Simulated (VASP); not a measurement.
Input of a VASP 6.6.1 run:

INCAR

```
ALGO     = Normal         # electronic algorithm
EDIFF    = 1E-6           # SCF threshold, eV
ENCUT    = 500            # plane-wave cutoff, eV
GGA      = PE             # functional
GGA_COMPAT= F            
ISIF     = 2              # what is computed and relaxed
ISMEAR   = 0              # smearing method
IVDW     = 12             # dispersion correction
LASPH    = T              # aspherical terms in the spheres
LCHARG   = F              # write CHGCAR
LREAL    = F              # projectors in reciprocal space
LWAVE    = F              # write WAVECAR
NBANDS   = 46             # bands
NELM     = 120            # most SCF steps
PREC     = Accurate       # precision mode
SIGMA    = 0.02           # smearing width, eV
```

KPOINTS

```
k-points
0
Gamma
  8 8 8
```

POSCAR

```
ZnGeP2
1.0
   -2.7161116617      2.7161116617      5.3563215895
    2.7161116617     -2.7161116617      5.3563215895
    2.7161116617      2.7161116617     -5.3563215895
Zn Ge P
2 2 4
Direct
    0.0000000000      0.0000000000      0.0000000000
    0.7500000000      0.2500000000      0.5000000000
    0.5000000000      0.5000000000      0.0000000000
    0.2500000000      0.7500000000      0.5000000000
    0.3750000000      0.3774331098      0.5024331098
    0.6225668902      0.1250000000      0.9975668902
    0.8750000000      0.8725668902      0.4975668902
    0.1274331098      0.6250000000      0.0024331098
```

Potentials or basis: VASP PAW PBE potentials, release 64 (Zn, Ge_d, P).

Launch:

```sh
$ cat potpaw_PBE.64/Zn/POTCAR potpaw_PBE.64/Ge_d/POTCAR potpaw_PBE.64/P/POTCAR > POTCAR
$ mpirun -np 1 vasp_std > vasp.out
```

(1) What does it give for the pressure?

(2) Predict the largest force.

(3) Estimate the band gap on the k mesh.

## Answers

(1) 0.0 GPa.

(2) 0.032 eV/Å.

(3) 1.23 eV (least direct gap 1.38 eV).
